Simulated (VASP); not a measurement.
# InSb3 in VASP: notebook, part 2 of 2

VASP 6.6.1.

## 4. Single point, PBEsol

Contents of INCAR:

```
SYSTEM = InSb3
PREC = Accurate
ENCUT = 500
EDIFF = 1E-6
ISMEAR = 0
SIGMA = 0.02
LREAL = .False.
LASPH = .True.
NELM = 120
ALGO = Normal
ISIF = 2
LWAVE = .False.
LCHARG = .False.
GGA = PS
NBANDS = 22
GGA_COMPAT = .False.
```

Contents of KPOINTS:

```
regular mesh
0
Gamma
  6 6 6
  0 0 0
```

Contents of POSCAR:

```
InSb3
1.0
    0.0000000000      3.7945550000      3.7945550000
    3.7945550000      0.0000000000      3.7945550000
    3.7945550000      3.7945550000      0.0000000000
Sb In
3 1
Direct
    0.5000000000      0.5000000000      0.5000000000
    0.7500000000      0.7500000000      0.7500000000
    0.2500000000      0.2500000000      0.2500000000
   -0.0013176776     -0.0013176776      0.0013176776
```

Potentials or basis: VASP PAW PBE potentials, release 64 (Sb, In_d).

Command:

```bash
$ cat potpaw_PBE.64/Sb/POTCAR potpaw_PBE.64/In_d/POTCAR > POTCAR
$ mpirun -np 1 vasp_std > vasp.out
```

OUTCAR:

```text
SYSTEM = InSb3
   PREC = Accurate
   ENCUT = 500
   EDIFF = 1E-6
   ISMEAR = 0
   LREAL = .False.
   LASPH = .True.
   NELM = 120
   ISIF = 2
   GGA = PS

 ion  position               nearest neighbor table
   1  0.500  0.500  0.500-   2 3.29   3 3.29   3 3.29   3 3.29   3 3.29   2 3.29   2 3.29   2 3.29
                             4 3.78   4 3.79   4 3.79   4 3.79   4 3.79   4 3.80
   2  0.750  0.750  0.750-   4 3.28   4 3.28   1 3.29   1 3.29   1 3.29   1 3.29   4 3.29   4 3.29

   3  0.250  0.250  0.250-   4 3.28   4 3.28   1 3.29   1 3.29   1 3.29   1 3.29   4 3.29   4 3.29

   4  0.999  0.999  0.001-   2 3.28   2 3.28   3 3.28   3 3.28   3 3.29   3 3.29   2 3.29   2 3.29
                             1 3.78   1 3.79   1 3.79   1 3.79   1 3.79   1 3.80

  LATTYP: Found a face centered cubic cell.
 ALAT       =     7.5891100000

  Lattice vectors:

 A1 = (   0.0000000000,   3.7945550000,   3.7945550000)
 A2 = (   3.7945550000,   0.0000000000,   3.7945550000)
 A3 = (   3.7945550000,   3.7945550000,   0.0000000000)

Analysis of symmetry for initial positions (statically):
=====================================================================
 Subroutine PRICEL returns:
 Original cell was already a primitive cell.

 Routine SETGRP: Setting up the symmetry group for a
 face centered cubic supercell.

 Subroutine GETGRP returns: Found  8 space group operations
 (whereof  8 operations were pure point group operations)
 out of a pool of 48 trial point group operations.

The static configuration has the point symmetry C_4v.

Analysis of symmetry for dynamics (positions and initial velocities):
=====================================================================
 Subroutine PRICEL returns:
 Original cell was already a primitive cell.

 Routine SETGRP: Setting up the symmetry group for a
 face centered cubic supercell.

 Subroutine GETGRP returns: Found  8 space group operations
 (whereof  8 operations were pure point group operations)
 out of a pool of 48 trial point group operations.

The dynamic configuration has the point symmetry C_4v.

 Subroutine INISYM returns: Found  8 space group operations
 (whereof  8 operations are pure point group operations),
 and found     1 'primitive' translations

----------------------------------------------------------------------------------------

                                     Primitive cell

  volume of cell :     109.2729

  direct lattice vectors                    reciprocal lattice vectors
     0.000000000  3.794555000  3.794555000    -0.131767757  0.131767757  0.131767757
     3.794555000  0.000000000  3.794555000     0.131767757 -0.131767757  0.131767757
     3.794555000  3.794555000  0.000000000     0.131767757  0.131767757 -0.131767757

  length of vectors
     5.366311144  5.366311144  5.366311144     0.228228449  0.228228449  0.228228449

  position of ions in fractional coordinates (direct lattice)
     0.500000000  0.500000000  0.500000000
     0.750000000  0.750000000  0.750000000
     0.250000000  0.250000000  0.250000000
     0.998682322  0.998682322  0.001317678

  ion indices of the primitive-cell ions
   primitive index   ion index
                 1           1
                 2           2
                 3           3
[... 25 lines left out ...]

 Found     30 irreducible k-points:

 Following reciprocal coordinates:
            Coordinates               Weight
  0.000000  0.000000  0.000000      1.000000
  0.166667  0.000000  0.000000      8.000000
  0.333333  0.000000  0.000000      8.000000
  0.500000  0.000000  0.000000      4.000000
  0.166667  0.166667  0.000000      2.000000
  0.000000  0.166667  0.166667      4.000000
[... 16 lines left out ...]
  0.500000  0.333333  0.166667      8.000000
  0.166667  0.500000  0.333333      8.000000
 [... further k-points ...]
   k-points           NKPTS =     30   k-points in BZ     NKDIM =     30   number of bands    NBANDS=     22
   number of dos      NEDOS =    301   number of ions     NIONS =      4
   total plane-waves  NPLWV =  64000
   dimension x,y,z NGX =    40 NGY =   40 NGZ =   40
   dimension x,y,z NGXF=    80 NGYF=   80 NGZF=   80
   ions per type =               3   1
   NGX,Y,Z   is equivalent  to a cutoff of  12.39, 12.39, 12.39 a.u.
   NGXF,Y,Z  is equivalent  to a cutoff of  24.78, 24.78, 24.78 a.u.
 SYSTEM =  InSb3
   PREC   = accura    normal or accurate (medium, high low for compatibility)
   ISTART =      0    job   : 0-new  1-cont  2-samecut
   ICHARG =      2    charge: 1-file 2-atom 10-const
   ISPIN  =      1    spin polarized calculation?
   LNONCOLLINEAR =      F non collinear calculations
   LSORBIT =      F    spin-orbit coupling
   LASPH  =      T    aspherical Exc in radial PAW
   ENCUT  =  500.0 eV  36.75 Ry    6.06 a.u.   9.78  9.78  9.78*2*pi/ulx,y,z
   NELM   =    120;   NELMIN=  2; NELMDL= -5     # of ELM steps
   EDIFF  = 0.1E-05   stopping-criterion for ELM
   LREAL  =      F    real-space projection
   EDIFFG = 0.1E-04   stopping-criterion for IOM
   NSW    =      0    number of steps for IOM
   IBRION =     -1    ionic relax: 0-MD 1-quasi-New 2-CG
   NFREE  =      0    steps in history (QN), initial steepest desc. (CG)
   ISIF   =      2    stress and relaxation
   ISYM   =      2    0-nonsym 1-usesym 2-fastsym
   POTIM  = 0.5000    time-step for ionic-motion
   TEBEG  =    0.0;   TEEND  =   0.0 temperature during run
   PSTRESS=    0.0 pullay stress
   NELECT =      28.0000    total number of electrons
   NUPDOWN=      -1.0000    fix difference up-down
   EMIN   =  10.00;   EMAX   =-10.00  energy-range for DOS
   EFERMI =   0.00;   METHOD = LEGACY
   ISMEAR =     0;   SIGMA  =   0.02  broadening in eV -4-tet -1-fermi 0-gaus
   EFERMI_NEDOS =   21; number of points for ismear=-14 and -15
   IALGO  =     38    algorithm
   IMIX   =      4    mixing-type and parameters
     AMIX     =   0.40;   BMIX     =  1.00
     AMIX_MAG =   1.60;   BMIX_MAG =  1.00
  volume/ion in A,a.u.               =      27.32       184.35
  Fermi-wavevector in a.u.,A,eV,Ry     =   1.039816  1.964968 14.710866  1.081218
  Thomas-Fermi vector in A             =   2.174364
   LORBIT       =      0    0 simple, 1 ext, 2 COOP (PROOUT), +10 PAW based schemes
   GGA     = PS    functional components
   LHFCALC =     F    Hartree Fock is set to
   AEXX    =    0.0000 exact exchange contribution
   IVDW    =     0    specifies the selected vdW correction
   LEPSILON=     F    determine dielectric tensor
   LRPA    =     F    only Hartree local field effects (RPA)
 non-spin polarized calculation
 Gauss-broadening in eV      SIGMA  =   0.02
  energy-cutoff  :      500.00
  volume of cell :      109.27
 maximum number of plane-waves:      2798
   NGX = 19   NGY = 19   NGZ = 19

 number of electron      27.9999993 magnetization

 Free energy of the ion-electron system (eV)
  ---------------------------------------------------
  ext. energy  EPLUGINS =         0.00000000
  ---------------------------------------------------
  free energy    TOTEN  =       -16.02333179 eV

  energy without entropy =      -16.02077238  energy(sigma->0) =      -16.02205209

 E-fermi :   7.9819     XC(G=0): -10.2529

 val. band max:        7.9815866965   @ k =   0.0000   0.3333   0.1667
 cond. band min:       7.9933353300   @ k =   0.0000   0.5000   0.1667
 fundamental gap:      0.0117486335
 Fermi energy:         7.9819188764

 k-point     1 :       0.0000    0.0000    0.0000
  band No.  band energies     occupation
      1      -6.6734      2.00000
      2      -6.6734      2.00000
      3      -6.6734      2.00000
      4      -6.6426      2.00000
      5      -6.6425      2.00000
      6      -4.4135      2.00000
[... 589 lines left out ...]
     21      12.6298      0.00000
     22      13.8622      0.00000

 [... further k-points ...]

------------------------ aborting loop because EDIFF is reached ----------------------------------------

  FORCE on cell =-STRESS in cart. coord.  units (eV):
  Direction    XX          YY          ZZ          XY          YZ          ZX
  --------------------------------------------------------------------------------------
  -------------------------------------------------------------------------------------
  Total       -2.1795733     -2.1795733     -2.1796912      0.0000000      0.0000000      0.0000000
  in kB      -31.9572583    -31.9572583    -31.9589868      0.0000000      0.0000000      0.0000000
  external PRESSURE =     -31.9578344 kB  Pullay stress =       0.0000000 kB

 VOLUME and BASIS-vectors are now :
 -----------------------------------------------------------------------------
  energy-cutoff  :      500.00
  volume of cell :      109.27
      direct lattice vectors                 reciprocal lattice vectors
     0.000000000  3.794555000  3.794555000    -0.131767757  0.131767757  0.131767757
     3.794555000  0.000000000  3.794555000     0.131767757 -0.131767757  0.131767757
     3.794555000  3.794555000  0.000000000     0.131767757  0.131767757 -0.131767757

 POSITION                                       TOTAL-FORCE (eV/Angst)
 -----------------------------------------------------------------------------------
      3.79455      3.79455      3.79455         0.000000      0.000000     -0.007002
      5.69183      5.69183      5.69183         0.000000      0.000000     -0.004101
      1.89728      1.89728      1.89728         0.000000      0.000000     -0.004101
      3.79455      3.79455      7.57911         0.000000      0.000000      0.015203
 -----------------------------------------------------------------------------------
    total drift:                               -0.000000     -0.000000     -0.000417

  FREE ENERGIE OF THE ION-ELECTRON SYSTEM (eV)
  ---------------------------------------------------
  free  energy   TOTEN  =       -16.0233317949 eV

  energy  without entropy=      -16.0207723768  energy(sigma->0) =      -16.02205209
```

Wall time 93 s (1 thread of Intel Xeon 8259CL, shared host); peak memory 0.27 GiB.

What came out:

| Property | Result |
| --- | --- |
| Free energy | -16.0233 eV |
| Pressure | -3.2 GPa |
| Largest force | 0.015 eV/Å |
| Band gap on the k mesh | zero (band 14 reaches 8.90 eV, above the bottom of band 15 at 5.45 eV) |

Forces in eV/Å, atoms in the order of the input:
```
Sb   0.000  0.000 -0.007
Sb   0.000  0.000 -0.004
Sb   0.000  0.000 -0.004
In   0.000  0.000  0.015
```

Caveat: the PAW data sets were made with another functional, which shifts forces and pressure a little; spin-orbit coupling is left out, which moves the levels of the heavy elements.
